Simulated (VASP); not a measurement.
Wanted: the native input for a VASP 6.6.1 run.

```yaml
Task: single point
Functional: PBEsol
Potentials_or_basis: VASP PAW PBE potentials, release 64 (Si, Ni)
Cutoff: 520 eV
k_mesh: 12 × 12 × 8
Occupations: gaussian, width 0.1 eV
Spin: no spin polarisation
Dipole_correction: no
Further_INCAR_settings: ALGO = Fast; EDIFF = 1e-06; NBANDS = 33
```

The structure of SiNi2 lies in POSCAR:

```
SiNi2
1.0
    3.7910943807      0.0000000000      0.0000000000
   -1.8955471903      3.2831840418      0.0000000000
    0.0000000000      0.0000000000      4.9909982418
Si Ni
2 4
Direct
    0.3333333333      0.6666666667      0.7500000000
    0.6666666667      0.3333333333      0.2500000000
    0.0000000000      0.0000000000      0.0000000000
    0.0000000000      0.0000000000      0.5000000000
    0.3333333333      0.6666666667      0.2500000000
    0.6666666667      0.3333333333      0.7500000000
```

This cell differs from its parent crystal: biaxial strain in the a-b plane: -2.0 %, then relaxed in part.

The input as run:

INCAR

```
ALGO     = Fast           # electronic algorithm
EDIFF    = 1E-6           # SCF threshold, eV
ENCUT    = 520            # plane-wave cutoff, eV
GGA      = PS             # functional
ISIF     = 2              # what is computed and relaxed
ISMEAR   = 0              # smearing method
LASPH    = T              # aspherical terms in the spheres
LCHARG   = F              # write CHGCAR
LREAL    = F              # projectors in reciprocal space
LWAVE    = F              # write WAVECAR
NBANDS   = 33             # bands
NELM     = 100            # most SCF steps
PREC     = Accurate       # precision mode
SIGMA    = 0.1            # smearing width, eV
```

KPOINTS

```
k-points
0
Gamma
  12 12 8
```

Potentials or basis: VASP PAW PBE potentials, release 64 (Si, Ni).

The run is started by

```bash
$ cat potpaw_PBE.64/Si/POTCAR potpaw_PBE.64/Ni/POTCAR > POTCAR
$ mpirun -np 1 vasp_std > vasp.out
```

It gave:

```yaml
Pressure: 7.9 GPa
Band_gap_on_the_k_mesh: zero (bands 24 and 25 overlap by 3.75 eV)
```

Caveat: the cell differs from its parent crystal (biaxial strain in the a-b plane: -2.0 %, then relaxed in part); the cell stands under pressure; the PAW data sets were made with another functional, which shifts forces and pressure a little.

It took 2.2 min on 1 thread of Intel(R) Xeon(R) Platinum 8488C (Sapphire Rapids) (shared host), peak memory 0.27 GiB.
